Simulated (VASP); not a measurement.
# SiC in VASP: further runs, part 2 of 2

VASP 6.6.1. The steps go on from the part before.

## 4. Relaxation of the atoms, PBE (shear of c along a, cell held: +2.0 %)

File INCAR:

```
SYSTEM = SiC
  PREC = Accurate
  ENCUT = 520
  EDIFF = 1E-6
  ISMEAR = 0
  SIGMA = 0.02
  LREAL = .False.
  LASPH = .True.
  NELM = 100
  ALGO = Normal
  ISIF = 2
  LWAVE = .False.
  LCHARG = .False.
  GGA = PE
  IBRION = 2
  NSW = 60
  EDIFFG = -0.008
```

File KPOINTS:

```
regular mesh
0
Gamma
  12 12 6
  0 0 0
```

File POSCAR:

```
SiC
1.0
    3.0919365174      0.0000000000      0.0000000000
   -1.5459682587      2.6776955709      0.0000000000
    0.1014858458      0.0000000000      5.0742922898
Si C
2 2
Direct
    0.3333333333      0.6666666667      0.4995817067
    0.6666666667      0.3333333333      0.9995817067
    0.3333333333      0.6666666667      0.8754182933
    0.6666666667      0.3333333333      0.3754182933
```

Potentials or basis: VASP PAW PBE potentials, release 64 (Si, C).

Command:

```console
$ cat potpaw_PBE.64/Si/POTCAR potpaw_PBE.64/C/POTCAR > POTCAR
$ mpirun -np 1 vasp_std > vasp.out
```

OUTCAR:

```text
SYSTEM = SiC
   PREC = Accurate
   ENCUT = 520
   EDIFF = 1E-6
   ISMEAR = 0
   LREAL = .False.
   LASPH = .True.
   NELM = 100
   ISIF = 2
   GGA = PE
   IBRION = 2
   NSW = 60
   EDIFFG = -0.008

 ion  position               nearest neighbor table
   1  0.333  0.667  0.500-   4 1.88   4 1.89   4 1.90   3 1.91   2 3.08   2 3.08   2 3.10   2 3.10
                             2 3.13   2 3.13
   2  0.667  0.333  1.000-   3 1.88   3 1.89   3 1.90   4 1.91   1 3.08   1 3.08   1 3.10   1 3.10
                             1 3.13   1 3.13
   3  0.333  0.667  0.875-   2 1.88   2 1.89   2 1.90   1 1.91
   4  0.667  0.333  0.375-   1 1.88   1 1.89   1 1.90   2 1.91

  LATTYP: Found a base centered monoclinic cell.
 ALAT       =     3.0919365174
 B/A-ratio  =     1.7320508075
 C/A-ratio  =     1.6414654758
 COS(beta)  =    -0.0199960012

  Lattice vectors:

 A1 = (  -1.5459682587,   2.6776955709,   0.0000000000)
 A2 = (  -1.5459682587,  -2.6776955709,   0.0000000000)
 A3 = (   0.1014858458,   0.0000000000,   5.0742922898)

Analysis of symmetry for initial positions (statically):
=====================================================================
 Subroutine PRICEL returns:
 Original cell was already a primitive cell.

 Routine SETGRP: Setting up the symmetry group for a
 base centered monoclinic supercell.
[... 183 lines left out ...]
  in kB       -0.6808953     -0.2272638     -0.1390974      0.0000000      0.0000000    -32.6639705
  external PRESSURE =      -0.3490855 kB  Pullay stress =       0.0000000 kB
[... 63 lines left out ...]
--------------------------------------- Ionic step        3  -------------------------------------------

 number of electron      16.0000000 magnetization

 Free energy of the ion-electron system (eV)
  ---------------------------------------------------
  ext. energy  EPLUGINS =         0.00000000
  ---------------------------------------------------
  free energy    TOTEN  =       -30.10232609 eV

  energy without entropy =      -30.10232609  energy(sigma->0) =      -30.10232609

 E-fermi :   8.2168     XC(G=0): -11.2830

 val. band max:        8.1263231010   @ k =   0.0000   0.0000   0.0000
 cond. band min:      10.3893818496   @ k =   0.3333   0.3333  -0.0000
 fundamental gap:      2.2630587486
 Fermi energy:         8.2168062450

 k-point     1 :       0.0000    0.0000    0.0000
  band No.  band energies     occupation
      1      -7.3611      2.00000
      2      -3.8518      2.00000
      3      -0.5242      2.00000
      4       6.7744      2.00000
      5       6.7789      2.00000
      6       7.9340      2.00000
      7       8.0838      2.00000
      8       8.1263      2.00000
      9      12.7610      0.00000
     10      14.1089      0.00000
     11      14.6577      0.00000
     12      14.6703      0.00000
[... 331 lines left out ...]
 k-point    24 :       0.4167    0.1667    0.0000
  band No.  band energies     occupation
      1      -3.7760      2.00000
      2      -2.5637      2.00000
      3       0.7037      2.00000
      4       1.9987      2.00000
      5       2.7533      2.00000
      6       3.4896      2.00000
      7       4.7661      2.00000
      8       5.5691      2.00000
      9      11.2931      0.00000
     10      13.1881      0.00000
     11      15.6686      0.00000
     12      16.4134      0.00000

 [... further k-points ...]
[... 5 lines left out ...]
  --------------------------------------------------------------------------------------
  -------------------------------------------------------------------------------------
  Total       -0.0374407     -0.0053240     -0.0030283      0.0000000      0.0000000     -0.7938430
  in kB       -1.4278647     -0.2030386     -0.1154900      0.0000000      0.0000000    -30.2745674
  external PRESSURE =      -0.5821311 kB  Pullay stress =       0.0000000 kB
[... 19 lines left out ...]
  FREE ENERGIE OF THE ION-ELECTRON SYSTEM (eV)
  ---------------------------------------------------
  free  energy   TOTEN  =       -30.1023260854 eV

  energy  without entropy=      -30.1023260854  energy(sigma->0) =      -30.10232609

 reached required accuracy - stopping structural energy minimisation
```

OSZICAR:

```text
N       E                     dE             d eps       ncg     rms          rms(c)
DAV:   1     0.373039751997E+02    0.37304E+02   -0.74478E+03  5808   0.119E+03
DAV:   2    -0.305534774596E+02   -0.67857E+02   -0.62416E+02  8360   0.190E+02
[... 19 lines left out ...]
       N       E                     dE             d eps       ncg     rms          rms(c)
DAV:   1    -0.301023284029E+02   -0.41436E-03   -0.30820E-02  6072   0.156E+00    0.465E-02
DAV:   2    -0.301023437096E+02   -0.15307E-04   -0.49641E-04  7540   0.188E-01    0.238E-02
DAV:   3    -0.301023250127E+02    0.18697E-04   -0.38947E-05  7196   0.607E-02    0.459E-03
DAV:   4    -0.301023261194E+02   -0.11067E-05   -0.11697E-05  7032   0.234E-02    0.399E-03
DAV:   5    -0.301023260854E+02    0.34031E-07   -0.21723E-07  3708   0.467E-03
   3 F= -.30102326E+02 E0= -.30102326E+02  d E =-.627114E-03
```

Wall time 72 s (1 thread of Intel Xeon 6975P-C (Granite Rapids), shared host); peak memory 0.23 GiB.

What came out:

- Free energy: -30.1023 eV
- Energy gained by relaxing: 0.2 meV/atom
- Ionic steps: 3
- Pressure after relaxing: -0.1 GPa
- Band gap on the k mesh: 2.26 eV (least direct gap 3.94 eV)

Forces in eV/Å, atoms in the order of the input:
```
Si   0.000 -0.003 -0.001
Si   0.000  0.003 -0.001
C    0.000  0.000  0.001
C    0.000  0.000  0.001
```

Step by step:
| step | energy change (eV) | largest force (eV/Å) | pressure (GPa) |
| --- | --- | --- | --- |
| 1 | 0.0000 | 0.1087 | -0.03 |
| 2 | -0.0002 | 0.0884 | -0.07 |
| 3 | -0.0006 | 0.0029 | -0.06 |

Final structure:
```yaml
crystal:
  lattice:
    - [3.09194, 0.00000, 0.00000]
    - [-1.54597, 2.67770, 0.00000]
    - [0.10149, 0.00000, 5.07429]
  atoms:
    - { symbol: Si, position: [0.33243, 0.66673, 0.49961] }
    - { symbol: Si, position: [0.66570, 0.33327, 0.99961] }
    - { symbol: C, position: [0.33431, 0.66675, 0.87539] }
    - { symbol: C, position: [0.66756, 0.33325, 0.37539] }
```

Caveat: the cell differs from its parent crystal (shear of c along a, cell held: +2.0 %).

## 5. The runs side by side

| task | level | potentials or basis | cell | k mesh | smearing | gap on the mesh (eV) | pressure (GPa) |
| --- | --- | --- | --- | --- | --- | --- | --- |
| single point | LDA | VASP PAW LDA potentials, release 64 (Si, C) | a = 3.092, b = 3.092, c = 5.074 Å, angles 90.0, 90.0, 120.0°, 4 atoms, atomic positions A | 12 × 12 × 6 | gaussian 0.02 eV | 2.18 | -7.1 |
| single point | PBE | VASP PAW PBE potentials, release 64 (Si, C) | a = 7.378 Å, angles 77.9°, 36 atoms, atomic positions B | 2 × 2 × 2, shifted | gaussian 0.01 eV | 3.29 | -0.1 |
| relaxation of the atoms | PBE | VASP PAW PBE potentials, release 64 (Si, C) | atoms relaxed from a = 3.092, b = 3.092, c = 5.075 Å, angles 90.6, 88.9, 120.0°, 4 atoms, atomic positions A | 12 × 12 × 6 | gaussian 0.02 eV | 2.26 | -0.1 |

Alike in all rows: no spin polarisation; cutoff (eV) 520.

Caveats: the cell stands under tension (at least some runs); a shifted mesh leaves out Γ, where band edges can lie (at least some runs).

Total energies depend on the potentials used, so only differences within one code and one set of settings carry meaning.
